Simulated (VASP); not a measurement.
# Ge (C2/m) in VASP: single point with PBEsol

Aim: the single point of Ge with PBEsol.

Program: VASP 6.6.1. These are calculated values, not measurements. Logs are shortened: lines on timing, memory, paths and dates and some standing lists are left out, and cuts for length are marked.

**1. The cell of the first run**

It takes space group C2/m (No. 12, monoclinic). Conventional cell: a = 6.951 Å, b = 4.013 Å, c = 9.899 Å, α = 90.00°, β = 96.72°, γ = 90.00°. Ge (site symmetry m) has 4 Ge at 2.46 Å within 3.2 Å. Within 3.2 Å of Ge (site symmetry m) lie 4 Ge at 2.46 Å. Within 3.2 Å of Ge (site symmetry m) lie 4 Ge at 2.46 to 2.72 Å.

**2. Single point, PBEsol (the part above a cut slid along it)**

File INCAR:

```
PREC = Accurate
ENCUT = 520
EDIFF = 1E-7
ISMEAR = 0
SIGMA = 0.15
LREAL = F
LASPH = T
NELM = 80
ALGO = Fast
ISIF = 2
LWAVE = F
LCHARG = F
GGA = PS
NBANDS = 51
```

File KPOINTS:

```
regular mesh
0
Gamma
  13 13 5
```

File POSCAR:

```
Ge
1.0
    2.8378806839     -2.8378806839      0.0000000000
    2.8378806839      0.0000000000     -2.8378806839
    6.6217215958      5.2027812538      5.2027812538
Ge
6
Direct
    0.5763944444      0.5763944444      0.5416333333
    0.9652833333     -0.0347166667      0.2083000000
    0.1875055556      0.1875055556      0.8749666667
    0.5347277778      0.5347277778      0.7916333333
    0.9236166667      0.9236166667      0.4583000000
    0.3125055556      0.3125055556      0.1249666667
```

Potentials or basis: VASP PAW PBE potentials, release 64 (Ge_d).

On the command line:

```sh
$ cat potpaw_PBE.64/Ge_d/POTCAR > POTCAR
$ mpirun -np 1 vasp_std > vasp.out
```

OUTCAR:

```text
PREC = Accurate
   ENCUT = 520
   EDIFF = 1E-7
   ISMEAR = 0
   LREAL = F
   LASPH = T
   NELM = 80
   ISIF = 2
   GGA = PS

 ion  position               nearest neighbor table
   1  0.576  0.576  0.542-   5 2.46   5 2.46   4 2.46   5 2.46
   2  0.965  0.965  0.208-   6 2.46   6 2.46   5 2.46   6 2.46
   3  0.188  0.188  0.875-   4 2.46   4 2.46   4 2.46   6 2.72
   4  0.535  0.535  0.792-   3 2.46   1 2.46   3 2.46   3 2.46
   5  0.924  0.924  0.458-   1 2.46   1 2.46   2 2.46   1 2.46
   6  0.313  0.313  0.125-   2 2.46   2 2.46   2 2.46   3 2.72

  LATTYP: Found a base centered monoclinic cell.
 ALAT       =     6.9513596265
 B/A-ratio  =     0.5773502692
 C/A-ratio  =     1.4240006242
 COS(beta)  =    -0.1170411472

  Lattice vectors:

 A1 = (  -2.8378806839,   2.8378806839,   0.0000000000)
 A2 = (  -2.8378806839,   0.0000000000,   2.8378806839)
 A3 = (   6.6217215958,   5.2027812538,   5.2027812538)

Analysis of symmetry for initial positions (statically):
=====================================================================
 Subroutine PRICEL returns:
 Original cell was already a primitive cell.

 Routine SETGRP: Setting up the symmetry group for a
 base centered monoclinic supercell.

 Subroutine GETGRP returns: Found  4 space group operations
 (whereof  2 operations were pure point group operations)
 out of a pool of  4 trial point group operations.

The static configuration has the point symmetry C_1h.
 The point group associated with its full space group is C_2h.

Analysis of symmetry for dynamics (positions and initial velocities):
=====================================================================
 Subroutine PRICEL returns:
 Original cell was already a primitive cell.

 Routine SETGRP: Setting up the symmetry group for a
 base centered monoclinic supercell.

 Subroutine GETGRP returns: Found  4 space group operations
 (whereof  2 operations were pure point group operations)
 out of a pool of  4 trial point group operations.

The dynamic configuration has the point symmetry C_1h.
 The point group associated with its full space group is C_2h.

 Subroutine INISYM returns: Found  4 space group operations
 (whereof  2 operations are pure point group operations),
 and found     1 'primitive' translations

----------------------------------------------------------------------------------------

                                     Primitive cell

  volume of cell :     137.1304

  direct lattice vectors                    reciprocal lattice vectors
     2.837880684 -2.837880684  0.000000000     0.107670332 -0.244705300  0.107670332
     2.837880684  0.000000000 -2.837880684     0.107670332  0.107670332 -0.244705300
     6.621721596  5.202781254  5.202781254     0.058729272  0.058729272  0.058729272

  length of vectors
     4.013369352  4.013369352  9.898740447     0.288212569  0.288212569  0.101722083

  position of ions in fractional coordinates (direct lattice)
     0.576394444  0.576394444  0.541633333
     0.965283333  0.965283333  0.208300000
     0.187505556  0.187505556  0.874966667
     0.534727778  0.534727778  0.791633333
     0.923616667  0.923616667  0.458300000
     0.312505556  0.312505556  0.124966667

  ion indices of the primitive-cell ions
   primitive index   ion index
                 1           1
                 2           2
                 3           3
                 4           4
                 5           5
                 6           6

----------------------------------------------------------------------------------------

 KPOINTS: regular mesh

Automatic generation of k-mesh.
 Grid dimensions read from file:
 generate k-points for:   13   13    5

 Generating k-lattice:

  Cartesian coordinates                     Fractional coordinates (reciprocal lattice)
     0.008282333 -0.018823485  0.008282333     0.076923077  0.000000000  0.000000000
     0.008282333  0.008282333 -0.018823485     0.000000000  0.076923077  0.000000000
     0.011745854  0.011745854  0.011745854     0.000000000  0.000000000  0.200000000

  Length of vectors
     0.022170198  0.022170198  0.020344417

  Shift w.r.t. Gamma in fractional coordinates (k-lattice)
     0.000000000  0.000000000  0.000000000

 Subroutine IBZKPT returns following result:
 ===========================================

 Found    231 irreducible k-points:

 Following reciprocal coordinates:
            Coordinates               Weight
  0.000000  0.000000  0.000000      1.000000
  0.076923  0.000000  0.000000      4.000000
  0.153846  0.000000 -0.000000      4.000000
  0.230769  0.000000 -0.000000      4.000000
  0.307692  0.000000 -0.000000      4.000000
  0.384615  0.000000 -0.000000      4.000000
[... 16 lines left out ...]
  0.384615  0.153846 -0.000000      4.000000
  0.461538  0.153846 -0.000000      4.000000
 [... further k-points ...]
   k-points           NKPTS =    231   k-points in BZ     NKDIM =    231   number of bands    NBANDS=     51
   number of dos      NEDOS =    301   number of ions     NIONS =      6
   total plane-waves  NPLWV =  72000
   dimension x,y,z NGX =    30 NGY =   30 NGZ =   80
   dimension x,y,z NGXF=    60 NGYF=   60 NGZF=  160
   ions per type =               6
   NGX,Y,Z   is equivalent  to a cutoff of  12.43, 12.43, 13.44 a.u.
   NGXF,Y,Z  is equivalent  to a cutoff of  24.85, 24.85, 26.87 a.u.
 SYSTEM =  unknown system
   PREC   = accura    normal or accurate (medium, high low for compatibility)
   ISTART =      0    job   : 0-new  1-cont  2-samecut
   ICHARG =      2    charge: 1-file 2-atom 10-const
   ISPIN  =      1    spin polarized calculation?
   LNONCOLLINEAR =      F non collinear calculations
   LSORBIT =      F    spin-orbit coupling
   LASPH  =      T    aspherical Exc in radial PAW
   ENCUT  =  520.0 eV  38.22 Ry    6.18 a.u.   7.46  7.46 18.41*2*pi/ulx,y,z
   NELM   =     80;   NELMIN=  2; NELMDL= -5     # of ELM steps
   EDIFF  = 0.1E-06   stopping-criterion for ELM
   LREAL  =      F    real-space projection
   EDIFFG = 0.1E-05   stopping-criterion for IOM
   NSW    =      0    number of steps for IOM
   IBRION =     -1    ionic relax: 0-MD 1-quasi-New 2-CG
   NFREE  =      0    steps in history (QN), initial steepest desc. (CG)
   ISIF   =      2    stress and relaxation
   ISYM   =      2    0-nonsym 1-usesym 2-fastsym
   POTIM  = 0.5000    time-step for ionic-motion
   TEBEG  =    0.0;   TEEND  =   0.0 temperature during run
   PSTRESS=    0.0 pullay stress
   NELECT =      84.0000    total number of electrons
   NUPDOWN=      -1.0000    fix difference up-down
   EMIN   =  10.00;   EMAX   =-10.00  energy-range for DOS
   EFERMI =   0.00;   METHOD = LEGACY
   ISMEAR =     0;   SIGMA  =   0.15  broadening in eV -4-tet -1-fermi 0-gaus
   EFERMI_NEDOS =   21; number of points for ismear=-14 and -15
   IALGO  =     68    algorithm
   IMIX   =      4    mixing-type and parameters
     AMIX     =   0.40;   BMIX     =  1.00
     AMIX_MAG =   1.60;   BMIX_MAG =  1.00
  volume/ion in A,a.u.               =      22.86       154.23
  Fermi-wavevector in a.u.,A,eV,Ry     =   1.390348  2.627376 26.300964  1.933066
  Thomas-Fermi vector in A             =   2.514291
   LORBIT       =      0    0 simple, 1 ext, 2 COOP (PROOUT), +10 PAW based schemes
   GGA     = PS    functional components
   LHFCALC =     F    Hartree Fock is set to
   AEXX    =    0.0000 exact exchange contribution
   IVDW    =     0    specifies the selected vdW correction
   LEPSILON=     F    determine dielectric tensor
   LRPA    =     F    only Hartree local field effects (RPA)
 non-spin polarized calculation
 RMM-DIIS sequential band-by-band and
 Gauss-broadening in eV      SIGMA  =   0.15
  energy-cutoff  :      520.00
  volume of cell :      137.13
 maximum number of plane-waves:      3721
 NGX is ok and might be reduce to    30
   NGX = 15   NGY = 15   NGZ = 37

 number of electron      84.0000006 magnetization

 Free energy of the ion-electron system (eV)
  ---------------------------------------------------
  ext. energy  EPLUGINS =         0.00000000
  ---------------------------------------------------
  free energy    TOTEN  =       -29.04312776 eV

  energy without entropy =      -29.03416419  energy(sigma->0) =      -29.03864598

 E-fermi :   4.7509     XC(G=0): -10.1156

 val. band max:        4.7486782780   @ k =   0.1538   0.0769   0.2000
 cond. band min:       4.7692396078   @ k =   0.1538   0.0000   0.2000
 fundamental gap:      0.0205613298
 Fermi energy:         4.7509364167

 k-point     1 :       0.0000    0.0000    0.0000
  band No.  band energies     occupation
      1     -20.0536      2.00000
      2     -20.0475      2.00000
      3     -20.0405      2.00000
      4     -20.0389      2.00000
      5     -19.9933      2.00000
      6     -19.9893      2.00000
[... 43 lines left out ...]
     50       8.4976      0.00000
     51       8.7020      0.00000

 k-point     2 :       0.0769    0.0000    0.0000
  band No.  band energies     occupation
      1     -20.0561      2.00000
      2     -20.0480      2.00000
      3     -20.0426      2.00000
      4     -20.0403      2.00000
      5     -19.9962      2.00000
      6     -19.9898      2.00000
[... 43 lines left out ...]
     50       8.4345      0.00000
     51       8.6830      0.00000

 k-point     3 :       0.1538    0.0000   -0.0000
  band No.  band energies     occupation
      1     -20.0602      2.00000
      2     -20.0501      2.00000
      3     -20.0466      2.00000
      4     -20.0435      2.00000
      5     -20.0025      2.00000
      6     -19.9907      2.00000
[... 43 lines left out ...]
     50       8.7442      0.00000
     51       8.8707      0.00000
[... 1027 lines left out ...]
 k-point    23 :       0.3846    0.1538   -0.0000
  band No.  band energies     occupation
      1     -20.0701      2.00000
      2     -20.0622      2.00000
      3     -20.0493      2.00000
      4     -20.0388      2.00000
      5     -20.0129      2.00000
      6     -19.9948      2.00000
[... 43 lines left out ...]
     50       9.5588      0.00000
     51       9.7481      0.00000

 k-point    24 :       0.4615    0.1538   -0.0000
  band No.  band energies     occupation
      1     -20.0723      2.00000
      2     -20.0651      2.00000
      3     -20.0479      2.00000
      4     -20.0374      2.00000
      5     -20.0169      2.00000
      6     -19.9977      2.00000
[... 43 lines left out ...]
     50      10.3266      0.00000
     51      10.5703      0.00000

 [... further k-points ...]

------------------------ aborting loop because EDIFF is reached ----------------------------------------

  FORCE on cell =-STRESS in cart. coord.  units (eV):
  Direction    XX          YY          ZZ          XY          YZ          ZX
  --------------------------------------------------------------------------------------
  -------------------------------------------------------------------------------------
  Total       -4.0061282      1.7703856      1.7703856     -0.5111154      1.5079816     -0.5111156
  in kB      -46.8060271     20.6844899     20.6844899     -5.9716712     17.6186636     -5.9716735
  external PRESSURE =      -1.8123491 kB  Pullay stress =       0.0000000 kB

 VOLUME and BASIS-vectors are now :
 -----------------------------------------------------------------------------
  energy-cutoff  :      520.00
  volume of cell :      137.13
      direct lattice vectors                 reciprocal lattice vectors
     2.837880684 -2.837880684  0.000000000     0.107670332 -0.244705300  0.107670332
     2.837880684  0.000000000 -2.837880684     0.107670332  0.107670332 -0.244705300
     6.621721596  5.202781254  5.202781254     0.058729272  0.058729272  0.058729272

 POSITION                                       TOTAL-FORCE (eV/Angst)
 -----------------------------------------------------------------------------------
      6.85802      1.18226      1.18226         0.094849     -0.157552     -0.157552
      6.85802     -1.65562     -1.65562         0.104758     -0.012873     -0.012873
      6.85802      4.02014      4.02014         1.018988      0.012923      0.012923
      8.27696      2.60120      2.60120        -0.104758      0.012873      0.012873
      8.27696     -0.23668     -0.23668        -0.094849      0.157552      0.157552
      2.60120     -0.23668     -0.23668        -1.018988     -0.012923     -0.012923
 -----------------------------------------------------------------------------------
    total drift:                               -0.000002      0.000001      0.000001

  FREE ENERGIE OF THE ION-ELECTRON SYSTEM (eV)
  ---------------------------------------------------
  free  energy   TOTEN  =       -29.0431277647 eV

  energy  without entropy=      -29.0341641919  energy(sigma->0) =      -29.03864598
```

Run time: 42 min. Hardware: 1 thread of Oxide Virtual Turin-like, shared host; peak memory 1 GiB.

Results:

- Free energy: -29.0431 eV
- Pressure: -0.2 GPa
- Largest force: 1.019 eV/Å
- Band gap on the k mesh: zero (bands 42 and 43 overlap by 1.15 eV)

Forces in eV/Å, atoms in the order of the input:
```
Ge   0.095 -0.158 -0.158
Ge   0.105 -0.013 -0.013
Ge   1.019  0.013  0.013
Ge  -0.105  0.013  0.013
Ge  -0.095  0.158  0.158
Ge  -1.019 -0.013 -0.013
```

Levels at points of the mesh, in eV from the Fermi level:
| k point | band 39 | band 40 | band 41 | band 42 | band 43 | band 44 | band 45 | band 46 |
| --- | --- | --- | --- | --- | --- | --- | --- | --- |
| (0.00, 0.00, 0.00) | -0.82 | -0.41 | -0.28 | -0.24 | 0.13 | 0.34 | 0.98 | 2.46 |

Caveat: the cell differs from its parent crystal (the part above a cut slid along it); the stress differs along the axes, from -5 to 2 GPa; the PAW data sets were made with another functional, which shifts forces and pressure a little.

The gap in the log of VASP goes by the Fermi energy; the results here count the filled bands.